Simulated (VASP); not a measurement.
SiTeS, 3 atoms in the cell. It takes space group P4mm (No. 99, tetragonal). The conventional cell has a = 4.754 Å, b = 4.754 Å, c = 3.823 Å, α = 90.00°, β = 90.00°, γ = 90.00°. Within 4.8 Å of Si (site symmetry 4mm) lie 8 S at 3.42 to 4.65 Å and 8 Te at 3.58 to 4.24 Å and 6 Si at 3.82 to 4.75 Å. Within 2.5 Å of Te (site symmetry 4mm) lie 2 S at 1.85 to 1.97 Å. Within 2.5 Å of S (site symmetry 4mm) lie 2 Te at 1.85 to 1.97 Å. The cell was generated, and may not be a known phase.

* Program: VASP 6.6.1
* Task: single point
* Functional: PBE
* Potentials or basis: VASP PAW PBE potentials, release 64 (Si, Te, S)
* Cutoff: 520 eV
* k mesh: 4 × 4 × 4
* Occupations: gaussian, width 0.1 eV
* Spin: no spin polarisation
* Dipole correction: no
* Further INCAR settings: ALGO = Normal; EDIFF = 1e-06; NBANDS = 15

Potentials or basis: VASP PAW PBE potentials, release 64 (Si, Te, S).

Launch:

```sh
$ cat potpaw_PBE.64/Si/POTCAR potpaw_PBE.64/Te/POTCAR potpaw_PBE.64/S/POTCAR > POTCAR
$ mpirun -np 1 vasp_std > vasp.out
```

Hardware: 1 thread of Intel Xeon 8259CL, with other jobs on the host.

Question: Estimate the wall time of this run.

Answer: Run time: 35 s on 1 thread of Intel Xeon 8259CL, with other jobs on the host, peak memory 0.19 GiB. Counts: scf iterations 12, k points 18.
